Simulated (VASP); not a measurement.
A run of VASP 6.6.1 is set up as follows.

File INCAR:

```
PREC = Accurate ; ENCUT = 520
EDIFF = 1E-7 ; ISMEAR = 0
SIGMA = 0.05 ; LREAL = F
LASPH = T ; NELM = 80
ALGO = Normal ; ISIF = 2
LWAVE = F ; LCHARG = T
GGA = PE ; LELF = T
LVHAR = T ; NBANDS = 15
```

Contents of KPOINTS:

```
Automatic mesh
0
Gamma
  10 10 10
```

The input POSCAR:

```
KCl
1.0
    3.8205405698      0.0000000000      0.0000000000
    0.0000000000      3.8205405698      0.0000000000
    0.0000000000      0.0000000000      3.8205405698
K Cl
1 1
Direct
    0.0000000000      0.0000000000      0.0000000000
    0.5000000000      0.5000000000      0.5000000000
```

Potentials or basis: VASP PAW PBE potentials, release 64 (K_sv, Cl).

The run is started by

```sh
$ cat potpaw_PBE.64/K_sv/POTCAR potpaw_PBE.64/Cl/POTCAR > POTCAR
$ mpirun -np 1 vasp_std > vasp.out
```

Task: What does it give for the pressure?

Result: 0.2 GPa.

Task: Estimate the band gap on the k mesh.

Result: 4.86 eV (least direct gap 5.06 eV).

A k mesh can miss the band edges. As with any semilocal functional, this PBE gap is likely too small.
